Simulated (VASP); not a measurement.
# GaSb (I-4m2) in VASP: notebook

GaSb is run at these levels: LDA; tasks: single point.

Everything below comes from runs of VASP 6.6.1. Logs are shortened: lines on timing, memory, paths and dates and some standing lists are left out, and cuts for length are marked.

**1. The cell of the first run**

Symmetry: I-4m2, No. 119, tetragonal system. The conventional cell has a = 5.381 Å, b = 5.381 Å, c = 3.447 Å, α = 90.00°, β = 90.00°, γ = 90.00°. Ga (site symmetry -4m2) has 8 Sb at 2.82 to 3.73 Å and 2 Ga at 3.45 Å within 3.8 Å. Within 3.8 Å of Sb (site symmetry -4m2) lie 8 Ga at 2.82 to 3.73 Å and 2 Sb at 3.45 Å.

**2. Single point, LDA**

INCAR reads:

```
SYSTEM = GaSb
ALGO = Normal ; EDIFF = 1E-6
ENCUT = 520 ; GGA = CA
ISIF = 2 ; ISMEAR = 0
LASPH = .TRUE. ; LCHARG = .FALSE.
LREAL = .FALSE. ; LWAVE = .FALSE.
NBANDS = 16 ; NELM = 100
PREC = Accurate ; SIGMA = 0.15
```

KPOINTS reads:

```
k-points
0
G
  16 16 16
  0 0 0
```

POSCAR reads:

```
GaSb
1.0
   -2.6903114696      2.6903114696      1.7233000000
    2.6903114696     -2.6903114696      1.7233000000
    2.6903114696      2.6903114696     -1.7233000000
Ga Sb
1 1
Direct
    0.2500000000      0.7500000000      0.5000000000
    0.0000000000      0.0000000000      0.0000000000
```

Potentials or basis: VASP PAW LDA potentials, release 64 (Ga_d, Sb).

Started as:

```
> cat potpaw_LDA.64/Ga_d/POTCAR potpaw_LDA.64/Sb/POTCAR > POTCAR
> mpirun -np 1 vasp_std > vasp.out
```

OUTCAR:

```text
SYSTEM = GaSb
   EDIFF = 1E-6
   ENCUT = 520
   GGA = CA
   ISIF = 2
   ISMEAR = 0
   LASPH = .TRUE.
   LREAL = .FALSE.
   NELM = 100
   PREC = Accurate

 ion  position               nearest neighbor table
   1  0.250  0.750  0.500-   2 2.82   2 2.82   2 2.82   2 2.82
   2  0.000  0.000  0.000-   1 2.82   1 2.82   1 2.82   1 2.82

  LATTYP: Found a body centered tetragonal cell.
 ALAT       =     5.3806229392
 C/A-ratio  =     0.6405578014

  Lattice vectors:

 A1 = (  -2.6903114696,   2.6903114696,   1.7233000000)
 A2 = (   2.6903114696,  -2.6903114696,   1.7233000000)
 A3 = (   2.6903114696,   2.6903114696,  -1.7233000000)

Analysis of symmetry for initial positions (statically):
=====================================================================
 Subroutine PRICEL returns:
 Original cell was already a primitive cell.

 Routine SETGRP: Setting up the symmetry group for a
 body centered tetragonal supercell.

 Subroutine GETGRP returns: Found  8 space group operations
 (whereof  8 operations were pure point group operations)
 out of a pool of 16 trial point group operations.

The static configuration has the point symmetry D_2d.

Analysis of symmetry for dynamics (positions and initial velocities):
=====================================================================
 Subroutine PRICEL returns:
 Original cell was already a primitive cell.

 Routine SETGRP: Setting up the symmetry group for a
 body centered tetragonal supercell.

 Subroutine GETGRP returns: Found  8 space group operations
 (whereof  8 operations were pure point group operations)
 out of a pool of 16 trial point group operations.

The dynamic configuration has the point symmetry D_2d.

 Subroutine INISYM returns: Found  8 space group operations
 (whereof  8 operations are pure point group operations),
 and found     1 'primitive' translations

----------------------------------------------------------------------------------------

                                     Primitive cell

  volume of cell :      49.8914

  direct lattice vectors                    reciprocal lattice vectors
    -2.690311470  2.690311470  1.723300000     0.000000000  0.185852087  0.290141009
     2.690311470 -2.690311470  1.723300000     0.185852087  0.000000000  0.290141009
     2.690311470  2.690311470 -1.723300000     0.185852087  0.185852087  0.000000000

  length of vectors
     4.176758851  4.176758851  4.176758851     0.344561755  0.344561755  0.262834541

  position of ions in fractional coordinates (direct lattice)
     0.250000000  0.750000000  0.500000000
     0.000000000  0.000000000  0.000000000

  ion indices of the primitive-cell ions
   primitive index   ion index
                 1           1
                 2           2

----------------------------------------------------------------------------------------

 KPOINTS: k-points

Automatic generation of k-mesh.
 Grid dimensions read from file:
 generate k-points for:   16   16   16

 Generating k-lattice:

  Cartesian coordinates                     Fractional coordinates (reciprocal lattice)
     0.000000000  0.011615755  0.018133813     0.062500000  0.000000000  0.000000000
     0.011615755  0.000000000  0.018133813     0.000000000  0.062500000  0.000000000
     0.011615755  0.011615755  0.000000000     0.000000000  0.000000000  0.062500000

  Length of vectors
     0.021535110  0.021535110  0.016427159

  Shift w.r.t. Gamma in fractional coordinates (k-lattice)
     0.000000000  0.000000000  0.000000000

 Subroutine IBZKPT returns following result:
 ===========================================

 Found    349 irreducible k-points:

 Following reciprocal coordinates:
            Coordinates               Weight
  0.000000  0.000000  0.000000      1.000000
  0.062500  0.000000  0.000000      8.000000
  0.125000  0.000000  0.000000      8.000000
  0.187500 -0.000000  0.000000      8.000000
  0.250000  0.000000  0.000000      8.000000
  0.312500  0.000000 -0.000000      8.000000
[... 16 lines left out ...]
 -0.125000  0.062500  0.000000     16.000000
 -0.062500  0.062500  0.000000      4.000000
 [... further k-points ...]
   k-points           NKPTS =    349   k-points in BZ     NKDIM =    349   number of bands    NBANDS=     16
   number of dos      NEDOS =    301   number of ions     NIONS =      2
   total plane-waves  NPLWV =  32768
   dimension x,y,z NGX =    32 NGY =   32 NGZ =   32
   dimension x,y,z NGXF=    64 NGYF=   64 NGZF=   64
   ions per type =               1   1
   NGX,Y,Z   is equivalent  to a cutoff of  12.74, 12.74, 12.74 a.u.
   NGXF,Y,Z  is equivalent  to a cutoff of  25.47, 25.47, 25.47 a.u.
 SYSTEM =  GaSb
   PREC   = accura    normal or accurate (medium, high low for compatibility)
   ISTART =      0    job   : 0-new  1-cont  2-samecut
   ICHARG =      2    charge: 1-file 2-atom 10-const
   ISPIN  =      1    spin polarized calculation?
   LNONCOLLINEAR =      F non collinear calculations
   LSORBIT =      F    spin-orbit coupling
   LASPH  =      T    aspherical Exc in radial PAW
   ENCUT  =  520.0 eV  38.22 Ry    6.18 a.u.   7.77  7.77  7.77*2*pi/ulx,y,z
   NELM   =    100;   NELMIN=  2; NELMDL= -5     # of ELM steps
   EDIFF  = 0.1E-05   stopping-criterion for ELM
   LREAL  =      F    real-space projection
   EDIFFG = 0.1E-04   stopping-criterion for IOM
   NSW    =      0    number of steps for IOM
   IBRION =     -1    ionic relax: 0-MD 1-quasi-New 2-CG
   NFREE  =      0    steps in history (QN), initial steepest desc. (CG)
   ISIF   =      2    stress and relaxation
   ISYM   =      2    0-nonsym 1-usesym 2-fastsym
   POTIM  = 0.5000    time-step for ionic-motion
   TEBEG  =    0.0;   TEEND  =   0.0 temperature during run
   PSTRESS=    0.0 pullay stress
   NELECT =      18.0000    total number of electrons
   NUPDOWN=      -1.0000    fix difference up-down
   EMIN   =  10.00;   EMAX   =-10.00  energy-range for DOS
   EFERMI =   0.00;   METHOD = LEGACY
   ISMEAR =     0;   SIGMA  =   0.15  broadening in eV -4-tet -1-fermi 0-gaus
   EFERMI_NEDOS =   21; number of points for ismear=-14 and -15
   IALGO  =     38    algorithm
   IMIX   =      4    mixing-type and parameters
     AMIX     =   0.40;   BMIX     =  1.00
     AMIX_MAG =   1.60;   BMIX_MAG =  1.00
  volume/ion in A,a.u.               =      24.95       168.34
  Fermi-wavevector in a.u.,A,eV,Ry     =   1.165441  2.202364 18.480153  1.358253
  Thomas-Fermi vector in A             =   2.301967
   LORBIT       =      0    0 simple, 1 ext, 2 COOP (PROOUT), +10 PAW based schemes
   GGA     = CA    functional components
   LHFCALC =     F    Hartree Fock is set to
   AEXX    =    0.0000 exact exchange contribution
   IVDW    =     0    specifies the selected vdW correction
   LEPSILON=     F    determine dielectric tensor
   LRPA    =     F    only Hartree local field effects (RPA)
 non-spin polarized calculation
 Gauss-broadening in eV      SIGMA  =   0.15
  energy-cutoff  :      520.00
  volume of cell :       49.89
 maximum number of plane-waves:      1360
   NGX = 15   NGY = 15   NGZ = 15

 number of electron      18.0000003 magnetization

 Free energy of the ion-electron system (eV)
  ---------------------------------------------------
  ext. energy  EPLUGINS =         0.00000000
  ---------------------------------------------------
  free energy    TOTEN  =        -8.25196182 eV

  energy without entropy =       -8.24227272  energy(sigma->0) =       -8.24711727

 E-fermi :   6.0062     XC(G=0): -10.2891

 val. band max:        5.9997477315   @ k =  -0.3750   0.3750   0.1875
 cond. band min:       6.0085397891   @ k =   0.4375   0.3750   0.0000
 fundamental gap:      0.0087920576
 Fermi energy:         6.0062005243

 k-point     1 :       0.0000    0.0000    0.0000
  band No.  band energies     occupation
      1      -9.0095      2.00000
      2      -8.9542      2.00000
      3      -8.9488      2.00000
      4      -8.9488      2.00000
      5      -8.9432      2.00000
      6      -5.7114      2.00000
[... 8 lines left out ...]
     15      14.7013      0.00000
     16      15.8989      0.00000

 k-point     2 :       0.0625    0.0000    0.0000
  band No.  band energies     occupation
      1      -9.0069      2.00000
      2      -8.9551      2.00000
      3      -8.9499      2.00000
      4      -8.9496      2.00000
      5      -8.9426      2.00000
      6      -5.6471      2.00000
[... 8 lines left out ...]
     15      15.0602      0.00000
     16      15.6948      0.00000

 k-point     3 :       0.1250    0.0000    0.0000
  band No.  band energies     occupation
      1      -8.9996      2.00000
      2      -8.9579      2.00000
      3      -8.9529      2.00000
      4      -8.9515      2.00000
      5      -8.9404      2.00000
      6      -5.4553      2.00000
[... 8 lines left out ...]
     15      14.9032      0.00000
     16      15.9314      0.00000

 k-point     4 :       0.1875   -0.0000    0.0000
  band No.  band energies     occupation
      1      -8.9892      2.00000
      2      -8.9621      2.00000
      3      -8.9576      2.00000
      4      -8.9538      2.00000
      5      -8.9371      2.00000
      6      -5.1392      2.00000
[... 8 lines left out ...]
     15      14.2619      0.00000
     16      16.2099      0.00000
[... 324 lines left out ...]
 k-point    22 :      -0.1875    0.0625   -0.0000
  band No.  band energies     occupation
      1      -8.9987      2.00000
      2      -8.9602      2.00000
      3      -8.9532      2.00000
      4      -8.9503      2.00000
      5      -8.9389      2.00000
      6      -5.3467      2.00000
[... 8 lines left out ...]
     15      14.5954      0.00000
     16      15.7098      0.00000

 k-point    23 :      -0.1250    0.0625    0.0000
  band No.  band energies     occupation
      1      -9.0062      2.00000
      2      -8.9569      2.00000
      3      -8.9502      2.00000
      4      -8.9484      2.00000
      5      -8.9415      2.00000
      6      -5.5743      2.00000
[... 8 lines left out ...]
     15      14.7745      0.00000
     16      15.4656      0.00000

 k-point    24 :      -0.0625    0.0625    0.0000
  band No.  band energies     occupation
      1      -9.0092      2.00000
      2      -8.9552      2.00000
      3      -8.9490      2.00000
      4      -8.9481      2.00000
      5      -8.9428      2.00000
      6      -5.6749      2.00000
[... 8 lines left out ...]
     15      14.5812      0.00000
     16      15.6626      0.00000

 [... further k-points ...]
[... 5 lines left out ...]
  --------------------------------------------------------------------------------------
  -------------------------------------------------------------------------------------
  Total       -1.1684033     -1.1684033     -1.9583616      0.0000000     -0.0000000      0.0000000
  in kB      -37.5212545    -37.5212545    -62.8894000      0.0000000     -0.0000000      0.0000000
  external PRESSURE =     -45.9773030 kB  Pullay stress =       0.0000000 kB

 VOLUME and BASIS-vectors are now :
 -----------------------------------------------------------------------------
  energy-cutoff  :      520.00
  volume of cell :       49.89
      direct lattice vectors                 reciprocal lattice vectors
    -2.690311470  2.690311470  1.723300000     0.000000000  0.185852087  0.290141009
     2.690311470 -2.690311470  1.723300000     0.185852087  0.000000000  0.290141009
     2.690311470  2.690311470 -1.723300000     0.185852087  0.185852087  0.000000000

 POSITION                                       TOTAL-FORCE (eV/Angst)
 -----------------------------------------------------------------------------------
      2.69031      0.00000      0.86165        -0.000000     -0.000000      0.000000
      0.00000      0.00000      0.00000         0.000000      0.000000     -0.000000
 -----------------------------------------------------------------------------------
    total drift:                                0.000000     -0.000000     -0.000000

  FREE ENERGIE OF THE ION-ELECTRON SYSTEM (eV)
  ---------------------------------------------------
  free  energy   TOTEN  =        -8.2519618176 eV

  energy  without entropy=       -8.2422727222  energy(sigma->0) =       -8.24711727
```

Run time: 4.5 min. Hardware: 1 thread of AMD EPYC 7R13, shared host; peak memory 0.36 GiB.

What came out:

| Quantity | Value |
| --- | --- |
| Free energy | -8.2520 eV |
| Pressure | -4.6 GPa |
| Band gap on the k mesh | zero (bands 9 and 10 overlap by 4.68 eV) |

Stress tensor (GPa, compression positive):
```
-3.75  0.00  0.00
 0.00 -3.75  0.00
 0.00  0.00 -6.29
```

Levels at points of the mesh, in eV from the Fermi level:
| k point | band 7 | band 8 | band 9 | band 10 | band 11 | band 12 |
| --- | --- | --- | --- | --- | --- | --- |
| (0.00, 0.00, 0.00) | -2.24 | -1.42 | -1.42 | 3.50 | 3.94 | 5.91 |
| (0.50, 0.00, 0.00) | -5.77 | -2.18 | -1.77 | -0.91 | 2.42 | 3.41 |
| (0.50, 0.50, 0.00) | -7.79 | 0.33 | 1.52 | 2.76 | 2.96 | 3.81 |
| (0.50, 0.50, 0.50) | -5.59 | -4.66 | -4.66 | 1.81 | 3.28 | 10.41 |

Caveat: the cell stands under tension; spin-orbit coupling is left out, which moves the levels of the heavy elements.

[end of part 1 of 2]
